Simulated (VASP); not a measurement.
# SiW (F-43m) in VASP: further runs

The runs below take SiW through single point, relaxation of cell and atoms, with r2SCAN, PBEsol.

Everything below comes from runs of VASP 6.6.1. Logs are shortened: lines on timing, memory, paths and dates and some standing lists are left out, and cuts for length are marked.

## 1. The cell of the first run

The structure is cubic, space group F-43m (No. 216). Conventional cell: a = 5.526 Å, b = 5.526 Å, c = 5.526 Å, α = 90.00°, β = 90.00°, γ = 90.00°. W (site symmetry -43m) has 4 Si at 2.39 Å within 3.2 Å. Si (site symmetry -43m) has 4 W at 2.39 Å within 3.2 Å.

## 2. Single point, r2SCAN

Contents of POSCAR:

```
SiW
1.0
    0.0000000000      2.7631810472      2.7631810472
    2.7631810472      0.0000000000      2.7631810472
    2.7631810472      2.7631810472      0.0000000000
W Si
1 1
Direct
    0.0000000000      0.0000000000      0.0000000000
    0.2500000000      0.2500000000      0.2500000000
```

Contents of INCAR.step1:

```
ALGO = Normal
EDIFF = 1E-4
ENCUT = 520
GGA = PE
ISMEAR = 0
LASPH = T
LCHARG = F
LREAL = F
LWAVE = T
NBANDS = 16
NELM = 100
PREC = Accurate
SIGMA = 0.1
```

Contents of INCAR.step2:

```
ALGO = Normal
EDIFF = 1E-6
ENCUT = 520
ISIF = 2
ISMEAR = 0
ISTART = 1
LASPH = T
LCHARG = F
LMIXTAU = T
LREAL = F
LWAVE = F
METAGGA = R2SCAN
NBANDS = 16
NELM = 100
PREC = Accurate
SIGMA = 0.1
```

Contents of KPOINTS:

```
k-points
0
Gamma
  14 14 14
```

Potentials or basis: VASP PAW PBE potentials, release 64 (W_sv, Si).

Run with:

```
cat potpaw_PBE.64/W_sv/POTCAR potpaw_PBE.64/Si/POTCAR > POTCAR
cp INCAR.step1 INCAR
mpirun -np 1 vasp_std > vasp.out
cp INCAR.step2 INCAR
mpirun -np 1 vasp_std > vasp.out
```

OUTCAR:

```text
EDIFF = 1E-6
   ENCUT = 520
   ISIF = 2
   ISMEAR = 0
   ISTART = 1
   LASPH = T
   LREAL = F
   METAGGA = R2SCAN
   NELM = 100
   PREC = Accurate

 ion  position               nearest neighbor table
   1  0.000  0.000  0.000-   2 2.39   2 2.39   2 2.39   2 2.39
   2  0.250  0.250  0.250-   1 2.39   1 2.39   1 2.39   1 2.39

  LATTYP: Found a face centered cubic cell.
 ALAT       =     5.5263620944

  Lattice vectors:

 A1 = (   0.0000000000,   2.7631810472,   2.7631810472)
 A2 = (   2.7631810472,   0.0000000000,   2.7631810472)
 A3 = (   2.7631810472,   2.7631810472,   0.0000000000)

Analysis of symmetry for initial positions (statically):
=====================================================================
 Subroutine PRICEL returns:
 Original cell was already a primitive cell.

 Routine SETGRP: Setting up the symmetry group for a
 face centered cubic supercell.

 Subroutine GETGRP returns: Found 24 space group operations
 (whereof 24 operations were pure point group operations)
 out of a pool of 48 trial point group operations.

The static configuration has the point symmetry T_d .

Analysis of symmetry for dynamics (positions and initial velocities):
=====================================================================
 Subroutine PRICEL returns:
 Original cell was already a primitive cell.

 Routine SETGRP: Setting up the symmetry group for a
 face centered cubic supercell.

 Subroutine GETGRP returns: Found 24 space group operations
 (whereof 24 operations were pure point group operations)
 out of a pool of 48 trial point group operations.

The dynamic configuration has the point symmetry T_d .

 Subroutine INISYM returns: Found 24 space group operations
 (whereof 24 operations are pure point group operations),
 and found     1 'primitive' translations

----------------------------------------------------------------------------------------

                                     Primitive cell

  volume of cell :      42.1947

  direct lattice vectors                    reciprocal lattice vectors
     0.000000000  2.763181047  2.763181047    -0.180950865  0.180950865  0.180950865
     2.763181047  0.000000000  2.763181047     0.180950865 -0.180950865  0.180950865
     2.763181047  2.763181047  0.000000000     0.180950865  0.180950865 -0.180950865

  length of vectors
     3.907728112  3.907728112  3.907728112     0.313416091  0.313416091  0.313416091

  position of ions in fractional coordinates (direct lattice)
     0.000000000  0.000000000  0.000000000
     0.250000000  0.250000000  0.250000000
[... 71 lines left out ...]
   ISPIN  =      1    spin polarized calculation?
   LNONCOLLINEAR =      F non collinear calculations
   LSORBIT =      F    spin-orbit coupling
   LASPH  =      T    aspherical Exc in radial PAW
   ENCUT  =  520.0 eV  38.22 Ry    6.18 a.u.   7.27  7.27  7.27*2*pi/ulx,y,z
   NELM   =    100;   NELMIN=  2; NELMDL=  0     # of ELM steps
   EDIFF  = 0.1E-05   stopping-criterion for ELM
   LREAL  =      F    real-space projection
[... 7 lines left out ...]
   TEBEG  =    0.0;   TEEND  =   0.0 temperature during run
   PSTRESS=    0.0 pullay stress
   NELECT =      18.0000    total number of electrons
   NUPDOWN=      -1.0000    fix difference up-down
   EMIN   =  10.00;   EMAX   =-10.00  energy-range for DOS
   EFERMI =   0.00;   METHOD = LEGACY
   ISMEAR =     0;   SIGMA  =   0.10  broadening in eV -4-tet -1-fermi 0-gaus
   EFERMI_NEDOS =   21; number of points for ismear=-14 and -15
   IALGO  =     38    algorithm
   IMIX   =      4    mixing-type and parameters
     AMIX     =   0.40;   BMIX     =  1.00
     AMIX_MAG =   1.60;   BMIX_MAG =  1.00
  volume/ion in A,a.u.               =      21.10       142.37
  Fermi-wavevector in a.u.,A,eV,Ry     =   1.232385  2.328870 20.664151  1.518772
  Thomas-Fermi vector in A             =   2.367157
   LORBIT       =      0    0 simple, 1 ext, 2 COOP (PROOUT), +10 PAW based schemes
   METAGGA = R2SCAN    functional components
   LHFCALC =     F    Hartree Fock is set to
   AEXX    =    0.0000 exact exchange contribution
   IVDW    =     0    specifies the selected vdW correction
   LEPSILON=     F    determine dielectric tensor
   LRPA    =     F    only Hartree local field effects (RPA)
 non-spin polarized calculation
 Gauss-broadening in eV      SIGMA  =   0.10
  energy-cutoff  :      520.00
  volume of cell :       42.19
 maximum number of plane-waves:      1158
 NGX is ok and might be reduce to    30
   NGX = 15   NGY = 15   NGZ = 15

 number of electron      18.0000003 magnetization

 Free energy of the ion-electron system (eV)
  ---------------------------------------------------
  ext. energy  EPLUGINS =         0.00000000
  ---------------------------------------------------
  free energy    TOTEN  =       -57.05699758 eV

  energy without entropy =      -57.04760345  energy(sigma->0) =      -57.05230051

 E-fermi :   5.8843     XC(G=0): -11.1670

 val. band max:        5.8677071393   @ k =  -0.3571   0.2857   0.0000
 cond. band min:       5.8948148375   @ k =   0.0714   0.0714   0.0000
 fundamental gap:      0.0271076983
 Fermi energy:         5.8843348195

 k-point     1 :       0.0000    0.0000    0.0000
  band No.  band energies     occupation
      1     -69.9134      2.00000
      2     -33.5029      2.00000
      3     -33.5029      2.00000
      4     -33.5029      2.00000
      5      -4.2406      2.00000
      6       2.8595      2.00000
[... 433 lines left out ...]
      3     -33.5100      2.00000
      4     -33.5096      2.00000
      5      -3.2093      2.00000
      6       2.1438      2.00000
[... 8 lines left out ...]
     15      14.6102      0.00000
     16      16.1399      0.00000

 [... further k-points ...]

------------------------ aborting loop because EDIFF is reached ----------------------------------------

  FORCE on cell =-STRESS in cart. coord.  units (eV):
  Direction    XX          YY          ZZ          XY          YZ          ZX
  --------------------------------------------------------------------------------------
  -------------------------------------------------------------------------------------
  Total        0.5104991      0.5104991      0.5104991      0.0000000      0.0000000      0.0000000
  in kB       19.3841851     19.3841851     19.3841851      0.0000000      0.0000000      0.0000000
  external PRESSURE =      19.3841851 kB  Pullay stress =       0.0000000 kB

 VOLUME and BASIS-vectors are now :
 -----------------------------------------------------------------------------
  energy-cutoff  :      520.00
  volume of cell :       42.19
      direct lattice vectors                 reciprocal lattice vectors
     0.000000000  2.763181047  2.763181047    -0.180950865  0.180950865  0.180950865
     2.763181047  0.000000000  2.763181047     0.180950865 -0.180950865  0.180950865
     2.763181047  2.763181047  0.000000000     0.180950865  0.180950865 -0.180950865

 POSITION                                       TOTAL-FORCE (eV/Angst)
 -----------------------------------------------------------------------------------
      0.00000      0.00000      0.00000         0.000000      0.000000      0.000000
      1.38159      1.38159      1.38159        -0.000000     -0.000000     -0.000000
 -----------------------------------------------------------------------------------
    total drift:                                0.000001      0.000001      0.000000

  FREE ENERGIE OF THE ION-ELECTRON SYSTEM (eV)
  ---------------------------------------------------
  free  energy   TOTEN  =       -57.0569975757 eV

  energy  without entropy=      -57.0476034468  energy(sigma->0) =      -57.05230051
```

OSZICAR.step1:

```text
N       E                     dE             d eps       ncg     rms          rms(c)
DAV:   1     0.112283771226E+03    0.11228E+03   -0.90017E+03  3328   0.111E+03
DAV:   2    -0.138995828460E+02   -0.12618E+03   -0.12201E+03  4128   0.300E+02
DAV:   3    -0.167352343514E+02   -0.28357E+01   -0.28210E+01  4104   0.437E+01
DAV:   4    -0.167615867416E+02   -0.26352E-01   -0.26350E-01  4120   0.477E+00
DAV:   5    -0.167621043406E+02   -0.51760E-03   -0.51759E-03  4272   0.648E-01    0.165E+01
DAV:   6    -0.154614522311E+02    0.13007E+01   -0.36628E+00  3568   0.149E+01    0.362E+00
DAV:   7    -0.154473372056E+02    0.14115E-01   -0.14124E-01  3600   0.280E+00    0.276E+00
DAV:   8    -0.154396252431E+02    0.77120E-02   -0.13195E-02  4352   0.945E-01    0.117E-01
DAV:   9    -0.154394546284E+02    0.17061E-03   -0.77283E-04  3832   0.214E-01    0.725E-02
DAV:  10    -0.154394584049E+02   -0.37764E-05   -0.12504E-04  3320   0.706E-02
   1 F= -.15439458E+02 E0= -.15435022E+02  d E =-.887206E-02
```

Run time: 2.8 min. Hardware: 1 thread of Intel Xeon 6975P-C (Granite Rapids), shared host; peak memory 0.22 GiB.

What came out:

```
Free energy            : -57.0570 eV
Pressure               : 1.9 GPa
Band gap on the k mesh : zero (bands 9 and 10 overlap by 0.76 eV)
```

Caveat: the PAW data sets were made with another functional, which shifts forces and pressure a little; spin-orbit coupling is left out, which moves the levels of the heavy elements.

## 3. Relaxation of cell and atoms, PBEsol

This run uses another cell than the first one, of 21.03 Å³/atom.

Contents of INCAR:

```
PREC = Accurate
ENCUT = 600
EDIFF = 1E-6
ISMEAR = 0
SIGMA = 0.1
LREAL = F
LASPH = T
NELM = 100
ALGO = Normal
ISIF = 3
LWAVE = F
LCHARG = F
GGA = PS
IBRION = 2
NSW = 100
EDIFFG = -0.01
```

Contents of KPOINTS:

```
regular mesh
0
Gamma
  14 14 14
```

Contents of POSCAR:

```
SiW
1.0
    0.0000000000      2.7604521846      2.7604521846
    2.7604521846      0.0000000000      2.7604521846
    2.7604521846      2.7604521846      0.0000000000
W Si
1 1
Direct
    0.0000000000      0.0000000000      0.0000000000
    0.2500000000      0.2500000000      0.2500000000
```

Potentials or basis: VASP PAW PBE potentials, release 64 (W_sv, Si).

Run with:

```
cat potpaw_PBE.64/W_sv/POTCAR potpaw_PBE.64/Si/POTCAR > POTCAR
mpirun -np 1 vasp_std > vasp.out
```

Wall time 64 s (1 thread of Intel Xeon 6975P-C (Granite Rapids), shared host); peak memory 0.22 GiB.

It converged, with:

* Free energy: -16.4426 eV
* Relaxed volume: 21.12 Å³/atom
* Relaxed cell: a = 3.909 Å, b = 3.909 Å, c = 3.909 Å, α = 60.00°, β = 60.00°, γ = 60.00°
* Space group after relaxing (to 0.1 Å): F-43m (No. 216)
* Energy gained by relaxing: 0.1 meV/atom
* Ionic steps: 3
* Pressure after relaxing: 0.0 GPa
* Band gap on the k mesh: zero (bands 9 and 10 overlap by 0.70 eV)

The path:
```
step  energy change (eV)  largest force (eV/Å)  pressure (GPa)  volume (Å³)
   1              0.0000                0.0000            0.49        42.07
   2              0.0002                0.0000           -0.62        42.46
   3             -0.0003                0.0000            0.00        42.24
```

Final structure:
```
W Si
1.0
     0.00000    2.76415    2.76415
     2.76415    0.00000    2.76415
     2.76415    2.76415    0.00000
W Si
1 1
Cartesian
  0.0000 0.0000 0.0000
  1.3821 1.3821 1.3821
```

Levels at points of the mesh, in eV from the Fermi level:
```tsv
k point	band 6	band 7	band 8	band 9	band 10	band 11	band 12	band 13
(0.00, 0.00, 0.00)	-2.71	-2.71	-2.71	-0.08	-0.08	5.52	7.24	7.24
(0.50, 0.00, 0.00)	-3.68	-2.32	-2.32	0.46	0.46	0.58	4.65	4.65
(0.50, 0.50, 0.00)	-4.52	-1.14	-0.80	-0.80	0.40	0.99	1.97	1.97
```

Caveat: the PAW data sets were made with another functional, which shifts forces and pressure a little; spin-orbit coupling is left out, which moves the levels of the heavy elements.

[end of part 1 of 3]

The gap in the log of VASP goes by the Fermi energy; the results here count the filled bands.